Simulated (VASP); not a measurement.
A run of VASP 6.6.1 is set up as follows.

POSCAR

```
BN
1.0
    2.5500000000      0.0000000000      0.0000000000
   -1.2750000000      2.2083647797      0.0000000000
    0.0000000000      0.0000000000      4.2100000000
B N
2 2
Direct
    0.3333333333      0.6666666667      0.0000000000
    0.6666666667      0.3333333333      0.5000000000
    0.3333333333      0.6666666667      0.3740000000
    0.6666666667      0.3333333333      0.8740000000
```

File INCAR.step1:

```
SYSTEM = BN
ALGO = Normal ; EDIFF = 1E-4
ENCUT = 520 ; GGA = PE
ISMEAR = 0 ; LASPH = .True.
LCHARG = .False. ; LREAL = .False.
LWAVE = .True. ; NBANDS = 16
NELM = 60 ; PREC = Accurate
SIGMA = 0.1
```

Contents of INCAR.step2:

```
SYSTEM = BN
ALGO = Normal ; EDIFF = 1E-6
ENCUT = 520 ; ISIF = 2
ISMEAR = 0 ; ISTART = 1
LASPH = .True. ; LCHARG = .True.
LELF = .True. ; LMIXTAU = .True.
LREAL = .False. ; LVHAR = .True.
LWAVE = .False. ; METAGGA = R2SCAN
NBANDS = 16 ; NELM = 60
PREC = Accurate ; SIGMA = 0.1
```

KPOINTS

```
k-points
0
Gamma
  9 9 4
  0 0 0
```

Potentials or basis: VASP PAW PBE potentials, release 64 (B, N).

Run with:

```bash
$ cat potpaw_PBE.64/B/POTCAR potpaw_PBE.64/N/POTCAR > POTCAR
$ cp INCAR.step1 INCAR
$ mpirun -np 1 vasp_std > vasp.out
$ cp INCAR.step2 INCAR
$ mpirun -np 1 vasp_std > vasp.out
```

**Question.** Predict the largest force.

**Answer.** 0.061 eV/Å.

**Question.** What does it give for the pressure?

**Answer.** -1.0 GPa.

**Question.** Predict the band gap on the k mesh.

**Answer.** 5.69 eV (least direct gap 8.92 eV).

Stress tensor (GPa, compression positive):
```
-1.56  0.00  0.00
 0.00 -1.56  0.00
 0.00  0.00  0.23
```

Caveat: the PAW data sets were made with another functional, which shifts forces and pressure a little; an odd mesh through Γ misses points on the zone boundary, where band edges can lie.
